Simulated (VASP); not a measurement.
Here is a VASP 6.6.1 calculation.

The input INCAR:

```
SYSTEM = SnO2
ALGO = Normal ; EDIFF = 1E-6
ENCUT = 520 ; ISIF = 2
ISMEAR = 0 ; LASPH = .True.
LCHARG = .False. ; LREAL = .False.
LWAVE = .False. ; NBANDS = 35
NELM = 100 ; PREC = Accurate
SIGMA = 0.05
```

Contents of KPOINTS:

```
k-points
0
Gamma
  6 6 8
  0 0 0
```

Contents of POSCAR:

```
SnO2
1.0
    4.7212714757      0.1475397336      0.0000000000
    0.1476327027      4.7242464866      0.0000000000
    0.0000000000      0.0000000000      3.1900194031
Sn O
2 4
Direct
    0.5000000000      0.5000000000      0.5000000000
    0.0000000000      0.0000000000      0.0000000000
    0.3055669669      0.3065721211      0.0000000000
    0.8055669669      0.1934278789      0.5000000000
    0.1944330331      0.8065721211      0.5000000000
    0.6944330331      0.6934278789      0.0000000000
```

Potentials or basis: VASP PAW LDA potentials, release 64 (Sn_d, O).

Command:

```console
$ cat potpaw_LDA.64/Sn_d/POTCAR potpaw_LDA.64/O/POTCAR > POTCAR
$ mpirun -np 1 vasp_std > vasp.out
```

**Question.** What does it give for the largest force?

**Answer.** 0.297 eV/Å.

**Question.** Predict the pressure.

**Answer.** 2.1 GPa.

**Question.** Estimate the band gap on the k mesh.

**Answer.** 1.19 eV.

Stress tensor (GPa, compression positive):
```
  2.11 -13.18   0.00
-13.18   2.11   0.00
  0.00   0.00   2.13
```

Caveat: the cell differs from its parent crystal (strain +0.0625 x Voigt [0, 0, 0, 0, 0, 1]); spin-orbit coupling is left out, which moves the levels of the heavy elements.
